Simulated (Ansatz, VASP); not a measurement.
**PtS2: VASP beside Ansatz**

The input INCAR:

```
SYSTEM = PtS2
  PREC = Accurate
  ENCUT = 500
  EDIFF = 1E-6
  ISMEAR = 0
  SIGMA = 0.1
  LREAL = .FALSE.
  LASPH = .TRUE.
  NELM = 120
  ALGO = Normal
  ISIF = 2
  LWAVE = .FALSE.
  LCHARG = .FALSE.
  GGA = PS
  NBANDS = 18
  GGA_COMPAT = .FALSE.
```

The input KPOINTS:

```
regular mesh
0
G
  6 6 4
  0 0 0
```

Contents of POSCAR:

```
PtS2
1.0
    3.5431994758      0.0000000000      0.0000000000
   -1.7715997379      3.0685007567      0.0000000000
    0.0000000000      0.0000000000      5.0388000000
Pt S
1 2
Direct
    0.0000000000      0.0000000000      0.0000000000
    0.3333333333      0.6666666667      0.2500000000
    0.6666666667      0.3333333333      0.7500000000
```

Input for Ansatz:

```yaml
crystal:
  lattice:
    - [3.5431994758, 0.0, 0.0]
    - [-1.7715997379, 3.0685007567, 0.0]
    - [0.0, 0.0, 5.0388]
  atoms:
    - { symbol: Pt, position: [0.0, 0.0, 0.0] }
    - { symbol: S, position: [0.3333333333, 0.6666666667, 0.25] }
    - { symbol: S, position: [0.6666666667, 0.3333333333, 0.75] }
basis: {}
kpoints:
  mp_grid: { grid: [6, 6, 4] }
hamiltonian:
  xc: pbesol
scf:
  occupations: { method: gaussian, width: 0.1 }
  mixing: { beta: 0.13 }
  max_iter: 68
output:
  forces: true
  stress: true
  eigenvalues: true
```

Alike in both runs: task single point; functional PBEsol; k mesh 6 × 6 × 4; occupations gaussian, width 0.1 eV; no spin polarisation.

|  | VASP | Ansatz |
| --- | --- | --- |
| version | VASP 6.6.1 | Ansatz 0.2.0 |
| potentials or method | VASP PAW PBE potentials, release 64 (Pt, S) | scalar-relativistic, plane waves, PAW |
| plane-wave cutoff (eV) | 500 | 420 |
| valence electrons in the cell | 22 | 30 |

```tsv
	VASP	Ansatz	Ansatz less VASP
gap on the k mesh at the Fermi level (eV)	0.49	0.49	-0.002
least direct gap on the mesh (eV)	1.26	1.25	-0.006
pressure (GPa)	-3.0	-2.8	+0.25
traceless stress, the component that is largest in VASP (GPa)	-1.47	-1.57	-0.102
rms of the force components (eV/Å)	0.283	0.271	-0.0119
```

VASP's potentials were made for PBE, not for PBEsol. Atom by atom the forces differ by 0.012 eV/Å (rms over components). The functional is the same, so the differences come from potentials, cutoffs and numerics. VASP's potentials hold 22 valence electrons a cell and Ansatz's 30, so a difference there can come from the potentials and not from the codes.

Spin-orbit coupling is off throughout.
